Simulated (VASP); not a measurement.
A run of VASP 6.6.1 is set up as follows.

INCAR

```
SYSTEM = CsSnI3
PREC = Accurate
ENCUT = 520
EDIFF = 1E-7
ISMEAR = 0
SIGMA = 0.01
LREAL = .False.
LASPH = .True.
NELM = 100
ALGO = Normal
ISIF = 2
LWAVE = .False.
LCHARG = .True.
GGA = PE
LELF = .True.
LVHAR = .True.
NBANDS = 30
```

KPOINTS

```
regular mesh
0
Gamma
  3 3 3
  0 0 0
```

Contents of POSCAR:

```
CsSnI3
1.0
    6.0933548734      0.0000000000      0.0000000000
    0.0000000000      6.0933548734      0.0000000000
    0.0000000000      0.0000000000      6.0933548734
Cs Sn I
1 1 3
Direct
    0.0000000000      0.0000000000      0.0000000000
    0.5000000000      0.5000000000      0.5000000000
    0.0000000000      0.5000000000      0.5000000000
    0.5000000000      0.0000000000      0.5000000000
    0.5000000000      0.5000000000      0.0000000000
```

Potentials or basis: VASP PAW PBE potentials, release 64 (Cs_sv, Sn_d, I).

Command:

```console
$ cat potpaw_PBE.64/Cs_sv/POTCAR potpaw_PBE.64/Sn_d/POTCAR potpaw_PBE.64/I/POTCAR > POTCAR
$ mpirun -np 1 vasp_std > vasp.out
```

Q: Estimate the band gap on the k mesh.

A: 3.12 eV, direct.

Q: What does it give for the pressure?

A: 1.3 GPa.

Caveat: spin-orbit coupling is left out, which moves the levels of the heavy elements. Expect the measured gap to be larger: semilocal functionals such as PBE lack the derivative discontinuity.
